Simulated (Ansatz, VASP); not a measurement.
## Tl2F: VASP beside Ansatz

```
CELL_PARAMETERS angstrom
5.21728 0.00000 0.00000
-2.60864 4.51829 0.00000
0.00000 0.00000 3.46734
ATOMIC_POSITIONS crystal
Tl 0.33333 0.66667 0.50000
Tl 0.66667 0.33333 0.50000
F 0.00000 0.00000 0.50000
```

Alike in both runs: functional PBE; k mesh 12 × 12 × 14; occupations gaussian, width 0.1 eV; no spin polarisation.

Ansatz relaxed the structure, and its values are those at the end. VASP's run is a single point on that final structure, the one shown.

```csv
,VASP,Ansatz
version,VASP 6.6.1,Ansatz 0.2.0
potentials or method,"VASP PAW PBE potentials, release 64 (Tl_d, F), cutoff 520 eV","scalar-relativistic, plane waves, PAW"
valence electrons in the cell,33,33
```

```csv
,VASP,Ansatz,Ansatz less VASP
gap on the k mesh at the Fermi level (eV),none,none,-
pressure (GPa),-0.1,0.0,+0.11
```

A gap of «none» marks a metal or a gap that the smearing closes.

Spin-orbit coupling is off throughout.
